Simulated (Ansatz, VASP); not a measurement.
## Br in VASP and in Ansatz

```
Br
1.0
     0.00000    2.40038    2.40038
     2.40038    0.00000    2.40038
     2.40038    2.40038    0.00000
Br
1
Direct
  0.00000 0.00000 0.00000
```

Change from the starting cell: volume scaled by 1.05, crystal datasets.

Alike in both runs: task electric field gradients; functional PBE; k mesh 16 × 16 × 16; occupations fermi-dirac, width 0.03 eV; no spin polarisation.

|  | VASP | Ansatz |
| --- | --- | --- |
| version | VASP 6.6.1 | Ansatz 0.2.0 |
| potentials or method | VASP PAW PBE potentials, release 64 (Br), cutoff 520 eV | all-electron PAW with datasets made for the crystal, scalar-relativistic |

```tsv
	VASP	Ansatz	Ansatz less VASP
pressure (GPa)	-1.2	-1.2	+0.01
```

Ansatz ran all-electron here, and VASP with PAW potentials.
